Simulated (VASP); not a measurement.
# ZnSe: relaxation of cell and atoms with r2SCAN

Crystal: ZnSe.

```
CELL_PARAMETERS angstrom
2.83293 2.83293 0.00000
-2.83293 2.83293 0.00000
0.00000 2.83293 2.83293
ATOMIC_POSITIONS crystal
Zn 0.00000 0.00000 0.00000
Se 0.75000 0.25000 0.50000
```

* Program: VASP 6.6.1
* Task: relaxation of cell and atoms
* Functional: r2SCAN
* Potentials or basis: VASP PAW PBE potentials, release 64 (Zn, Se)
* Cutoff: 600 eV
* k mesh: 8 × 8 × 8
* Occupations: gaussian, width 0.01 eV
* Spin: no spin polarisation
* Target pressure: 15 GPa
* Dipole correction: no
* Further INCAR settings: ALGO = Normal; EDIFF = 1e-06; IBRION = 2; EDIFFG = -0.002; NSW = 100; ISIF = 3

| Quantity | Value |
| --- | --- |
| Relaxed volume | 19.38 Å³/atom |
| Relaxed cell | a = 3.799 Å, b = 3.799 Å, c = 3.799 Å, α = 60.00°, β = 60.00°, γ = 90.00° |
| Space group after relaxing (to 0.1 Å) | F-43m (No. 216) |
| Energy change on relaxing (the run minimises the enthalpy) | +134.8 meV/atom |
| Ionic steps | 10 |
| Pressure after relaxing | 15.0 GPa |
| Band gap on the k mesh | 2.61 eV |

The path:
```tsv
step	energy change (eV)	largest force (eV/Å)	pressure (GPa)	volume (Å³)
1	0.0000	0.0000	0.04	45.47
2	1.2832	0.0000	44.08	32.88
3	0.2536	0.0000	14.50	38.94
4	0.2653	0.0000	14.87	38.81
5	0.2771	0.0000	15.29	38.68
6	0.2608	0.0000	14.68	38.86
7	0.2715	0.0000	15.09	38.74
8	0.2692	0.0000	14.96	38.77
9	0.2699	0.0000	15.02	38.76
10	0.2696	0.0000	15.01	38.76
```

Final structure:
```
Zn Se
1.0
     2.68613    2.68613    0.00000
    -2.68613    2.68613    0.00000
     0.00000    2.68613    2.68613
Zn Se
1 1
Direct
  0.00000 0.00000 0.00000
  0.75000 0.25000 0.50000
```

Levels at points of the mesh, in eV from the valence-band top:
| k point | band 6 | band 7 | band 8 | band 9 | band 10 | band 11 | band 12 | band 13 |
| --- | --- | --- | --- | --- | --- | --- | --- | --- |
| (0.00, 0.00, 0.00) | -6.84 | 0.00 | 0.00 | 0.00 | 2.61 | 6.20 | 6.20 | 6.20 |
| (0.50, 0.00, 0.00) | -6.64 | -6.47 | -1.15 | -1.15 | 3.34 | 6.77 | 6.77 | 9.44 |
| (0.50, 0.50, 0.00) | -6.60 | -5.55 | -2.90 | -2.90 | 2.93 | 3.77 | 12.92 | 13.25 |

Wall time 7.4 min on 1 thread of Intel(R) Xeon(R) Platinum 8375C CPU @ 2.90GHz (Ice Lake), with other jobs on the host, peak memory 0.21 GiB.

Caveat: the cell is relaxed towards a set pressure, so the run minimises the enthalpy, not the energy; the PAW data sets were made with another functional, which shifts forces and pressure a little. A k mesh can miss the band edges.
